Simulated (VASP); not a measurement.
Write the native input for VASP 6.6.1 that does the following.

| Quantity | Value |
| --- | --- |
| Task | single point |
| Functional | r2SCAN |
| Potentials or basis | VASP PAW PBE potentials, release 64 (Na_pv, Cl) |
| Cutoff | 520 eV |
| k mesh | 6 × 6 × 4 |
| Occupations | gaussian, width 0.01 eV |
| Spin | no spin polarisation |
| Dipole correction | no |
| Further INCAR settings | ALGO = Normal; EDIFF = 1e-07; NBANDS = 22 |

Crystal: NaCl.

```
CELL_PARAMETERS angstrom
4.76782 0.00000 0.00000
-2.38391 4.12905 0.00000
0.00000 0.00000 5.62463
ATOMIC_POSITIONS crystal
Na 0.33333 0.66667 0.93750
Na 0.66667 0.33333 0.43750
Cl 0.33333 0.66667 0.43750
Cl 0.66667 0.33333 0.93750
```

These files were run (other wordings do the same):

POSCAR

```
NaCl
1.0
    4.7678213750      0.0000000000      0.0000000000
   -2.3839106875      4.1290544314      0.0000000000
    0.0000000000      0.0000000000      5.6246293713
Na Cl
2 2
Direct
    0.3333333333      0.6666666667     -0.0624973391
    0.6666666667      0.3333333333      0.4375026609
    0.3333333333      0.6666666667      0.4374973391
    0.6666666667      0.3333333333      0.9374973391
```

INCAR.step1

```
PREC = Accurate ; ENCUT = 520
ISMEAR = 0 ; SIGMA = 0.01
LREAL = False ; LASPH = True
NELM = 100 ; NBANDS = 22
GGA = PE ; ALGO = Normal
EDIFF = 1E-4 ; LWAVE = True
LCHARG = False
```

INCAR.step2

```
PREC = Accurate ; ENCUT = 520
EDIFF = 1E-7 ; ISMEAR = 0
SIGMA = 0.01 ; LREAL = False
LASPH = True ; NELM = 100
ALGO = Normal ; ISIF = 2
LWAVE = False ; LCHARG = False
METAGGA = R2SCAN ; LMIXTAU = True
NBANDS = 22 ; ISTART = 1
```

KPOINTS

```
Automatic mesh
0
Gamma
  6 6 4
```

Potentials or basis: VASP PAW PBE potentials, release 64 (Na_pv, Cl).

Run with:

```bash
$ cat potpaw_PBE.64/Na_pv/POTCAR potpaw_PBE.64/Cl/POTCAR > POTCAR
$ cp INCAR.step1 INCAR
$ mpirun -np 1 vasp_std > vasp.out
$ cp INCAR.step2 INCAR
$ mpirun -np 1 vasp_std > vasp.out
```

Results of the run:

```
Pressure               : -0.8 GPa
Largest force          : 0.003 eV/Å
Band gap on the k mesh : 5.41 eV
```

Caveat: the PAW data sets were made with another functional, which shifts forces and pressure a little.

It took 74 s on 1 thread of Intel(R) Xeon(R) 6975P-C (Granite Rapids) (shared host), peak memory 0.24 GiB.
